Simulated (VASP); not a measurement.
Wanted: the native input for a VASP 6.6.1 run.

```
Task                   : relaxation of shape and atoms at fixed volume
Functional             : PBE
Potentials or basis    : VASP PAW PBE potentials, release 64 (Ni, O)
Cutoff                 : 600 eV
k mesh                 : 10 × 10 × 5
Occupations            : gaussian, width 0.05 eV
Spin                   : collinear spin, antiferromagnetic start
Starting moments       : [1.84, -1.84, 0.0, 0.0] μB
Hubbard terms          : Ni d U = 6.2 eV
Dipole correction      : no
Further INCAR settings : ALGO = Normal; EDIFF = 1e-06; IBRION = 2; EDIFFG = -0.01; NSW = 60; ISIF = 4
```

The structure of NiO lies in POSCAR:

```
NiO
1.0
    0.0000000000      2.0974319669      2.0974319669
    2.0974319669      0.0000000000      2.0974319669
    4.1919156472      4.1919156472      0.0029482866
Ni O
2 2
Direct
    0.0000000000      0.0000000000      0.0000000000
    0.0000000000      0.0000000000      0.5000000000
    0.5000000045      0.5000000045      0.2499999932
    0.4999999955      0.4999999955      0.7500000068
```

The input as run:

INCAR

```
PREC = Accurate
ENCUT = 600
EDIFF = 1E-6
ISMEAR = 0
SIGMA = 0.05
LREAL = False
LASPH = True
NELM = 150
ALGO = Normal
ISIF = 4
LWAVE = False
LCHARG = False
ISPIN = 2
MAGMOM = 1.84 -1.84 0 0
LORBIT = 11
LMAXMIX = 4
LDAU = True
LDAUTYPE = 2
LDAUL = 2 -1
LDAUU = 6.2 0
LDAUJ = 0 0
LDAUPRINT = 1
GGA = PE
IBRION = 2
NSW = 60
EDIFFG = -0.01
```

KPOINTS

```
regular mesh
0
Gamma
  10 10 5
```

Potentials or basis: VASP PAW PBE potentials, release 64 (Ni, O).

Run with:

```console
$ cat potpaw_PBE.64/Ni/POTCAR potpaw_PBE.64/O/POTCAR > POTCAR
$ mpirun -np 1 vasp_std > vasp.out
```

Results of the run:

The pressure after relaxing is -1.6 GPa, the band gap on the k mesh is 3.38 eV and the net moment is 0.00 μB per cell. The site moments are Ni +1.75, -1.75; O +0.00 μB. The valence electrons inside the program's atomic spheres are Ni 8.98; O 5.02.

Wall time 70 s on 1 thread of AMD EPYC 9R45 96-Core Processor (Zen 5) (shared host), peak memory 0.21 GiB.
